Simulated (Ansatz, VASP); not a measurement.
**AlNi in VASP and in Ansatz**

INCAR

```
SYSTEM = AlNi
PREC = Accurate
ENCUT = 520
EDIFF = 1E-6
ISMEAR = 0
SIGMA = 0.15
LREAL = .FALSE.
LASPH = .TRUE.
NELM = 60
ALGO = Fast
ISIF = 2
LWAVE = .FALSE.
LCHARG = .FALSE.
GGA = PS
NBANDS = 14
```

KPOINTS

```
Automatic mesh
0
G
  20 20 20
  0 0 0
```

POSCAR

```
AlNi
1.0
    2.0112214468     -2.0112430395      0.0000000000
    2.0112214468      2.0112430395      0.0000000000
    0.0000000000      0.0000000000      2.8694088111
Al Ni
1 1
Direct
    0.0000000000      0.0000000000      0.0000000000
    0.5000000000      0.5000000000      0.5000000000
```

Input for Ansatz:

```yaml
crystal:
  lattice:
    - [2.0112214468, -2.0112430395, 0.0]
    - [2.0112214468, 2.0112430395, 0.0]
    - [0.0, 0.0, 2.8694088111]
  atoms:
    - { symbol: Al, position: [0.0, 0.0, 0.0] }
    - { symbol: Ni, position: [0.5, 0.5, 0.5] }
basis:
  ecutwfc: 420
kpoints:
  mp_grid: { grid: [20, 20, 20] }
hamiltonian:
  xc: pbesol
scf:
  occupations: { method: gaussian, width: 0.15 }
output:
  forces: true
  stress: true
  eigenvalues: true
```

Change from the starting cell: strain -0.0050 x Voigt [1, 1, 0, 0, 0, 0], atoms carried along.

Alike in both runs: task single point; functional PBEsol; k mesh 20 × 20 × 20; occupations gaussian, width 0.15 eV; no spin polarisation.

|  | VASP | Ansatz |
| --- | --- | --- |
| version | VASP 6.6.1 | Ansatz 0.2.0 |
| potentials or method | VASP PAW PBE potentials, release 64 (Al, Ni), cutoff 520 eV | scalar-relativistic, plane waves, PAW |
| valence electrons in the cell | 13 | 21 |

Ansatz gave:

```
gap on the k mesh at the Fermi level (eV)                     : none
pressure (GPa)                                                : 1.8
traceless stress, the component that is largest in VASP (GPa) : -0.46
```

Q: Estimate VASP's values.

A: gap on the k mesh at the Fermi level (eV): none; pressure (GPa): 1.8; traceless stress, the component that is largest in VASP (GPa): -0.47.

VASP's potentials were made for PBE, not for PBEsol. A gap of «none» marks a metal or a gap that the smearing closes. The functional is the same, so the differences come from potentials, cutoffs and numerics. VASP's potentials hold 13 valence electrons a cell and Ansatz's 21, so a difference there can come from the potentials and not from the codes. Ansatz's warnings: near symmetry operations not taken.
